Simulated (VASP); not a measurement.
# CsI (Pm-3m) in VASP: relaxation of the atoms with PBE

Aim: the relaxation of the atoms of CsI with PBE.

Everything below comes from runs of VASP 6.6.1. Logs are shortened: lines on timing, memory, paths and dates and some standing lists are left out, and cuts for length are marked.

### 1 The cell of the first run

The structure is cubic, space group Pm-3m (No. 221). The conventional cell has a = 4.665 Å, b = 4.665 Å, c = 4.665 Å, α = 90.00°, β = 90.00°, γ = 90.00°. Within 5.3 Å of Cs (site symmetry m-3m) lie 8 I at 4.04 Å and 6 Cs at 4.67 Å. I (site symmetry m-3m) has 8 Cs at 4.04 Å and 6 I at 4.67 Å within 5.3 Å.

### 2 Relaxation of the atoms, PBE

INCAR

```
ALGO = Normal
EDIFF = 1E-7
EDIFFG = -0.01
ENCUT = 450
GGA = PE
GGA_COMPAT = F
IBRION = 2
ISIF = 2
ISMEAR = -1
LASPH = T
LCHARG = F
LREAL = F
LWAVE = F
NELM = 120
NELMIN = 4
NSW = 50
PREC = Accurate
SIGMA = 0.03
```

KPOINTS

```
k-points
0
Gamma
  6 6 6
```

POSCAR

```
CsI
1.0
    4.6652120000      0.0000000000      0.0000000000
    0.0000000000      4.6652120000      0.0000000000
    0.0000000000      0.0000000000      4.6652120000
Cs I
1 1
Direct
    0.0000000000      0.0000000000      0.0000000000
    0.5000000000      0.5000000000      0.5000000000
```

Potentials or basis: VASP PAW PBE potentials, release 64 (Cs_sv, I).

On the command line:

```bash
cat potpaw_PBE.64/Cs_sv/POTCAR potpaw_PBE.64/I/POTCAR > POTCAR
mpirun -np 1 vasp_std > vasp.out
```

OUTCAR:

```text
EDIFF = 1E-7
   EDIFFG = -0.01
   ENCUT = 450
   GGA = PE
   IBRION = 2
   ISIF = 2
   ISMEAR = -1
   LASPH = T
   LREAL = F
   NELM = 120
   NELMIN = 4
   NSW = 50
   PREC = Accurate

 ion  position               nearest neighbor table
   1  0.000  0.000  0.000-
   2  0.500  0.500  0.500-

  LATTYP: Found a simple cubic cell.
 ALAT       =     4.6652120000

  Lattice vectors:

 A1 = (   4.6652120000,   0.0000000000,   0.0000000000)
 A2 = (   0.0000000000,   4.6652120000,   0.0000000000)
 A3 = (   0.0000000000,   0.0000000000,   4.6652120000)

Analysis of symmetry for initial positions (statically):
=====================================================================
 Subroutine PRICEL returns:
 Original cell was already a primitive cell.

 Routine SETGRP: Setting up the symmetry group for a
 simple cubic supercell.

 Subroutine GETGRP returns: Found 48 space group operations
 (whereof 48 operations were pure point group operations)
 out of a pool of 48 trial point group operations.

The static configuration has the point symmetry O_h .

Analysis of symmetry for dynamics (positions and initial velocities):
=====================================================================
 Subroutine PRICEL returns:
 Original cell was already a primitive cell.

 Routine SETGRP: Setting up the symmetry group for a
 simple cubic supercell.

 Subroutine GETGRP returns: Found 48 space group operations
 (whereof 48 operations were pure point group operations)
 out of a pool of 48 trial point group operations.

The dynamic configuration has the point symmetry O_h .

 Subroutine INISYM returns: Found 48 space group operations
 (whereof 48 operations are pure point group operations),
 and found     1 'primitive' translations

----------------------------------------------------------------------------------------

                                     Primitive cell

  volume of cell :     101.5346

  direct lattice vectors                    reciprocal lattice vectors
     4.665212000  0.000000000  0.000000000     0.214352531  0.000000000  0.000000000
     0.000000000  4.665212000  0.000000000     0.000000000  0.214352531  0.000000000
     0.000000000  0.000000000  4.665212000     0.000000000  0.000000000  0.214352531

  length of vectors
     4.665212000  4.665212000  4.665212000     0.214352531  0.214352531  0.214352531

  position of ions in fractional coordinates (direct lattice)
     0.000000000  0.000000000  0.000000000
     0.500000000  0.500000000  0.500000000

  ion indices of the primitive-cell ions
   primitive index   ion index
                 1           1
                 2           2

----------------------------------------------------------------------------------------

 KPOINTS: k-points

Automatic generation of k-mesh.
 Grid dimensions read from file:
 generate k-points for:    6    6    6

 Generating k-lattice:

  Cartesian coordinates                     Fractional coordinates (reciprocal lattice)
     0.035725422  0.000000000  0.000000000     0.166666667  0.000000000  0.000000000
     0.000000000  0.035725422  0.000000000     0.000000000  0.166666667  0.000000000
     0.000000000  0.000000000  0.035725422     0.000000000  0.000000000  0.166666667

  Length of vectors
     0.035725422  0.035725422  0.035725422

  Shift w.r.t. Gamma in fractional coordinates (k-lattice)
     0.000000000  0.000000000  0.000000000

 Subroutine IBZKPT returns following result:
 ===========================================

 Found     20 irreducible k-points:

 Following reciprocal coordinates:
            Coordinates               Weight
  0.000000  0.000000  0.000000      1.000000
  0.166667  0.000000  0.000000      6.000000
  0.333333  0.000000  0.000000      6.000000
  0.500000  0.000000  0.000000      3.000000
  0.166667  0.166667  0.000000     12.000000
  0.333333  0.166667  0.000000     24.000000
[... 12 lines left out ...]
  0.500000  0.500000  0.333333      6.000000
  0.500000  0.500000  0.500000      1.000000
   k-points           NKPTS =     20   k-points in BZ     NKDIM =     20   number of bands    NBANDS=     12
   number of dos      NEDOS =    301   number of ions     NIONS =      2
   total plane-waves  NPLWV =  32768
   dimension x,y,z NGX =    32 NGY =   32 NGZ =   32
   dimension x,y,z NGXF=    64 NGYF=   64 NGZF=   64
   ions per type =               1   1
   NGX,Y,Z   is equivalent  to a cutoff of  11.40, 11.40, 11.40 a.u.
   NGXF,Y,Z  is equivalent  to a cutoff of  22.81, 22.81, 22.81 a.u.
 SYSTEM =  unknown system
   PREC   = accura    normal or accurate (medium, high low for compatibility)
   ISTART =      0    job   : 0-new  1-cont  2-samecut
   ICHARG =      2    charge: 1-file 2-atom 10-const
   ISPIN  =      1    spin polarized calculation?
   LNONCOLLINEAR =      F non collinear calculations
   LSORBIT =      F    spin-orbit coupling
   LASPH  =      T    aspherical Exc in radial PAW
   ENCUT  =  450.0 eV  33.07 Ry    5.75 a.u.   8.07  8.07  8.07*2*pi/ulx,y,z
   NELM   =    120;   NELMIN=  4; NELMDL= -5     # of ELM steps
   EDIFF  = 0.1E-06   stopping-criterion for ELM
   LREAL  =      F    real-space projection
   EDIFFG = -.1E-01   stopping-criterion for IOM
   NSW    =     50    number of steps for IOM
   IBRION =      2    ionic relax: 0-MD 1-quasi-New 2-CG
   NFREE  =      1    steps in history (QN), initial steepest desc. (CG)
   ISIF   =      2    stress and relaxation
   ISYM   =      2    0-nonsym 1-usesym 2-fastsym
   POTIM  = 0.5000    time-step for ionic-motion
   TEBEG  =    0.0;   TEEND  =   0.0 temperature during run
   PSTRESS=    0.0 pullay stress
   NELECT =      16.0000    total number of electrons
   NUPDOWN=      -1.0000    fix difference up-down
   EMIN   =  10.00;   EMAX   =-10.00  energy-range for DOS
   EFERMI =   0.00;   METHOD = LEGACY
   ISMEAR =    -1;   SIGMA  =   0.03  broadening in eV -4-tet -1-fermi 0-gaus
   EFERMI_NEDOS =   21; number of points for ismear=-14 and -15
   IALGO  =     38    algorithm
   IMIX   =      4    mixing-type and parameters
     AMIX     =   0.40;   BMIX     =  1.00
     AMIX_MAG =   1.60;   BMIX_MAG =  1.00
  volume/ion in A,a.u.               =      50.77       342.59
  Fermi-wavevector in a.u.,A,eV,Ry     =   0.884253  1.670997 10.638453  0.781904
  Thomas-Fermi vector in A             =   2.005129
   LORBIT       =      0    0 simple, 1 ext, 2 COOP (PROOUT), +10 PAW based schemes
   GGA     = PE    functional components
   LHFCALC =     F    Hartree Fock is set to
   AEXX    =    0.0000 exact exchange contribution
   IVDW    =     0    specifies the selected vdW correction
   LEPSILON=     F    determine dielectric tensor
   LRPA    =     F    only Hartree local field effects (RPA)
 conjugate gradient relaxation of ions
 non-spin polarized calculation
  energy-cutoff  :      450.00
  volume of cell :      101.53
 maximum number of plane-waves:      2272
   NGX = 17   NGY = 17   NGZ = 17

 number of electron      15.9999998 magnetization

 Free energy of the ion-electron system (eV)
  ---------------------------------------------------
  ext. energy  EPLUGINS =         0.00000000
  ---------------------------------------------------
  free energy    TOTEN  =        -5.44282630 eV

  energy without entropy =       -5.44282630  energy(sigma->0) =       -5.44282630

 E-fermi :   1.1285     XC(G=0):  -7.4978

 val. band max:        0.4480719252   @ k =   0.5000   0.5000   0.0000
 cond. band min:       4.1256895010   @ k =   0.0000   0.0000   0.0000
 fundamental gap:      3.6776175757
 Fermi energy:         1.1284841483

 k-point     1 :       0.0000    0.0000    0.0000
  band No.  band energies     occupation
      1     -20.0292      2.00000
      2     -10.1151      2.00000
      3      -6.7380      2.00000
      4      -6.7380      2.00000
      5      -6.7380      2.00000
      6       0.3518      2.00000
      7       0.3518      2.00000
      8       0.3518      2.00000
      9       4.1257      0.00000
     10       4.7160      0.00000
     11       4.7160      0.00000
     12       8.0681      0.00000

 k-point     2 :       0.1667    0.0000    0.0000
  band No.  band energies     occupation
      1     -20.0246      2.00000
      2     -10.1148      2.00000
      3      -6.7742      2.00000
      4      -6.7260      2.00000
      5      -6.7260      2.00000
      6      -0.0659      2.00000
      7       0.3241      2.00000
      8       0.3241      2.00000
      9       4.6782      0.00000
     10       4.8729      0.00000
     11       5.2502      0.00000
     12       7.9914      0.00000

 k-point     3 :       0.3333    0.0000    0.0000
  band No.  band energies     occupation
      1     -20.0155      2.00000
      2     -10.1158      2.00000
      3      -6.8381      2.00000
      4      -6.7016      2.00000
      5      -6.7016      2.00000
      6      -0.7011      2.00000
      7       0.2669      2.00000
      8       0.2669      2.00000
      9       5.3012      0.00000
     10       5.8062      0.00000
     11       6.3987      0.00000
     12       7.9845      0.00000

 k-point     4 :       0.5000    0.0000    0.0000
  band No.  band energies     occupation
      1     -20.0108      2.00000
      2     -10.1171      2.00000
      3      -6.8660      2.00000
      4      -6.6892      2.00000
      5      -6.6892      2.00000
      6      -0.9640      2.00000
      7       0.2374      2.00000
      8       0.2374      2.00000
      9       5.6605      0.00000
     10       6.6694      0.00000
     11       6.8906      0.00000
     12       7.2954      0.00000

 k-point     5 :       0.1667    0.1667    0.0000
  band No.  band energies     occupation
      1     -20.0202      2.00000
      2     -10.1061      2.00000
      3      -6.8139      2.00000
      4      -6.7356      2.00000
      5      -6.7149      2.00000
      6      -0.1649      2.00000
      7       0.1154      2.00000
      8       0.3161      2.00000
      9       5.0425      0.00000
     10       5.1831      0.00000
     11       5.5564      0.00000
     12       7.5375      0.00000
[... 168 lines left out ...]
      1     -19.9904      2.00000
      2      -9.9605      2.00000
      3      -6.9049      2.00000
      4      -6.9049      2.00000
      5      -6.8979      2.00000
      6      -0.4387      2.00000
      7      -0.4387      2.00000
      8      -0.3026      2.00000
      9       6.0928      0.00000
     10       6.7228      0.00000
     11       6.7228      0.00000
     12       7.2842      0.00000

 k-point    18 :       0.5000    0.3333    0.3333
  band No.  band energies     occupation
      1     -19.9862      2.00000
      2      -9.9341      2.00000
      3      -6.9736      2.00000
      4      -6.9084      2.00000
      5      -6.8856      2.00000
      6      -0.5929      2.00000
      7      -0.5084      2.00000
      8      -0.3155      2.00000
      9       6.1516      0.00000
     10       6.5394      0.00000
     11       6.7833      0.00000
     12       7.8019      0.00000

 k-point    19 :       0.5000    0.5000    0.3333
  band No.  band energies     occupation
      1     -19.9822      2.00000
      2      -9.9079      2.00000
      3      -6.9698      2.00000
      4      -6.9698      2.00000
      5      -6.8785      2.00000
      6      -0.6254      2.00000
      7      -0.6254      2.00000
      8      -0.4730      2.00000
      9       6.4053      0.00000
     10       6.9918      0.00000
     11       6.9918      0.00000
     12       7.3235      0.00000

 k-point    20 :       0.5000    0.5000    0.5000
  band No.  band energies     occupation
      1     -19.9783      2.00000
      2      -9.8861      2.00000
      3      -6.9482      2.00000
      4      -6.9482      2.00000
      5      -6.9482      2.00000
      6      -0.7106      2.00000
      7      -0.7106      2.00000
      8      -0.7106      2.00000
      9       7.4238      0.00000
     10       7.4238      0.00000
     11       7.4238      0.00000
     12       8.0173      0.00000

------------------------ aborting loop because EDIFF is reached ----------------------------------------

  FORCE on cell =-STRESS in cart. coord.  units (eV):
  Direction    XX          YY          ZZ          XY          YZ          ZX
  --------------------------------------------------------------------------------------
  -------------------------------------------------------------------------------------
  Total        0.0199470      0.0199470      0.0199470     -0.0000000      0.0000000      0.0000000
  in kB        0.3147568      0.3147568      0.3147568     -0.0000000      0.0000000      0.0000000
  external PRESSURE =       0.3147568 kB  Pullay stress =       0.0000000 kB

 VOLUME and BASIS-vectors are now :
 -----------------------------------------------------------------------------
  energy-cutoff  :      450.00
  volume of cell :      101.53
      direct lattice vectors                 reciprocal lattice vectors
     4.665212000  0.000000000  0.000000000     0.214352531  0.000000000  0.000000000
     0.000000000  4.665212000  0.000000000     0.000000000  0.214352531  0.000000000
     0.000000000  0.000000000  4.665212000     0.000000000  0.000000000  0.214352531

 POSITION                                       TOTAL-FORCE (eV/Angst)
 -----------------------------------------------------------------------------------
      0.00000      0.00000      0.00000         0.000000      0.000000      0.000000
      2.33261      2.33261      2.33261         0.000000      0.000000      0.000000
 -----------------------------------------------------------------------------------
    total drift:                                0.000000      0.000000     -0.000000

  FREE ENERGIE OF THE ION-ELECTRON SYSTEM (eV)
  ---------------------------------------------------
  free  energy   TOTEN  =        -5.4428262998 eV

  energy  without entropy=       -5.4428262998  energy(sigma->0) =       -5.44282630

 reached required accuracy - stopping structural energy minimisation
```

Wall time 6.8 s (1 thread of Intel Xeon 6975P-C (Granite Rapids), shared host); peak memory 0.17 GiB.

Results:

| Item | Value |
| --- | --- |
| Free energy | -5.4428 eV |
| Pressure after relaxing | 0.0 GPa |
| Band gap on the k mesh | 3.68 eV, indirect (least direct gap 3.77 eV) |

Final structure:
```
Cs I
1.0
     4.66521    0.00000    0.00000
     0.00000    4.66521    0.00000
     0.00000    0.00000    4.66521
Cs I
1 1
Direct
  0.00000 0.00000 0.00000
  0.50000 0.50000 0.50000
```

Levels at points of the mesh, in eV from the valence-band top:
```csv
k point,band 6,band 7,band 8,band 9,band 10,band 11
"(0.00, 0.00, 0.00)",-0.10,-0.10,-0.10,3.68,4.27,4.27
"(0.50, 0.00, 0.00)",-1.41,-0.21,-0.21,5.21,6.22,6.44
"(0.50, 0.50, 0.00)",-0.81,-0.81,0.00,4.25,4.89,6.08
"(0.50, 0.50, 0.50)",-1.16,-1.16,-1.16,6.98,6.98,6.98
```

Caveat: the relaxation stopped at its first step, so nothing moved; spin-orbit coupling is left out, which moves the levels of the heavy elements. A k mesh can miss the band edges.
